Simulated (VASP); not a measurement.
Here is a VASP 6.6.1 calculation.

File INCAR:

```
PREC     = Accurate       # precision mode
ENCUT    = 520            # plane-wave cutoff, eV
EDIFF    = 1E-6           # SCF threshold, eV
ISMEAR   = -1             # smearing method
SIGMA    = 0.1            # smearing width, eV
LREAL    = False          # projectors in reciprocal space
LASPH    = True           # aspherical terms in the spheres
NELM     = 80             # most SCF steps
ALGO     = Normal         # electronic algorithm
ISIF     = 2              # what is computed and relaxed
LWAVE    = False          # write WAVECAR
LCHARG   = False          # write CHGCAR
NBANDS   = 22             # bands
```

Contents of KPOINTS:

```
Automatic mesh
0
Gamma
  9 9 12
```

File POSCAR:

```
Hf
1.0
    4.7248133374      0.0000000000      0.0000000000
   -2.3624066687      4.0918083783      0.0000000000
    0.0000000000      0.0000000000      2.9448826415
Hf
3
Direct
    1.0000000000      1.0000000000      1.0000000000
    0.3333333333      0.6666666667      0.5000000000
    0.6666666667      0.3333333333      0.5000000000
```

Potentials or basis: VASP PAW LDA potentials, release 64 (Hf_pv).

Command:

```bash
$ cat potpaw_LDA.64/Hf_pv/POTCAR > POTCAR
$ mpirun -np 1 vasp_std > vasp.out
```

Task: Predict the pressure.

Result: 12.0 GPa.

Task: Predict the band gap on the k mesh.

Result: Zero (band 15 reaches 6.31 eV, above the bottom of band 16 at 5.33 eV).

Stress tensor (GPa, compression positive):
```
11.79  0.00  0.00
 0.00 11.79  0.00
 0.00  0.00 12.32
```

Caveat: spin-orbit coupling is left out, which moves the levels of the heavy elements.
